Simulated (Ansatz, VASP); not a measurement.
**Two plane-wave programs on NaI**

```
CELL_PARAMETERS angstrom
0.00000 3.22963 3.22963
3.22963 0.00000 3.22963
3.22963 3.22963 0.00000
ATOMIC_POSITIONS crystal
Na 0.00000 0.00000 0.00000
I 0.50000 0.50000 0.50000
```

Alike in both runs: task single point; functional r2SCAN; k mesh 6 × 6 × 6; no spin polarisation.

|  | VASP | Ansatz |
| --- | --- | --- |
| version | VASP 6.6.1 | Ansatz 0.2.0 |
| potentials or method | VASP PAW PBE potentials, release 64 (Na_pv, I) | plane waves, PAW |
| plane-wave cutoff (eV) | 550 | 500 |
| occupations | gaussian, width 0.01 eV | fixed |
| valence electrons in the cell | 14 | 26 |

Ansatz gave:

| Item | Value |
| --- | --- |
| gap on the k mesh at the Fermi level (eV) | 4.45 |
| pressure (GPa) | 0.0 |

Question: Which values does VASP return?

Answer: gap on the k mesh at the Fermi level (eV): 4.46; pressure (GPa): -0.1.

VASP's potentials were made for PBE, not for r2SCAN. VASP's potentials hold 14 valence electrons a cell and Ansatz's 26, so a difference there can come from the potentials and not from the codes.

Neither program's run includes spin-orbit coupling.
